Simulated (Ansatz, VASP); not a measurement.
## One calculation of In3B2H3, two programs

```
CELL_PARAMETERS angstrom
4.76859 0.00000 0.00000
-2.38429 4.12972 0.00000
0.00000 0.00000 6.70240
ATOMIC_POSITIONS crystal
In 0.33333 0.66667 0.50093
In 0.66667 0.33333 0.50093
In 0.00000 0.00000 0.09923
B 0.33333 0.66667 0.14718
B 0.66667 0.33333 0.14718
H 0.33333 0.66667 0.96679
H 0.66667 0.33333 0.96679
H 0.00000 0.00000 0.82899
```

Alike in both runs: functional PBE; k mesh 3 × 3 × 2; occupations gaussian, width 0.15 eV; no spin polarisation.

Ansatz relaxed the structure, and its values are those at the end. VASP's run is a single point on that final structure, the one shown.

|  | VASP | Ansatz |
| --- | --- | --- |
| version | VASP 6.6.1 | Ansatz 0.2.0 |
| potentials or method | VASP PAW PBE potentials, release 64 (In_d, B, H), cutoff 500 eV | scalar-relativistic, plane waves, PAW |
| valence electrons in the cell | 48 | 48 |

```csv
,VASP,Ansatz,Ansatz less VASP
gap on the k mesh at the Fermi level (eV),none,none,-
pressure (GPa),0.2,0.3,+0.07
rms of the force components (eV/Å),0.011,0.012,+0.0017
```

A gap of «none» marks a metal or a gap that the smearing closes.

The k mesh is coarse, so the values compare programs but aren't converged.
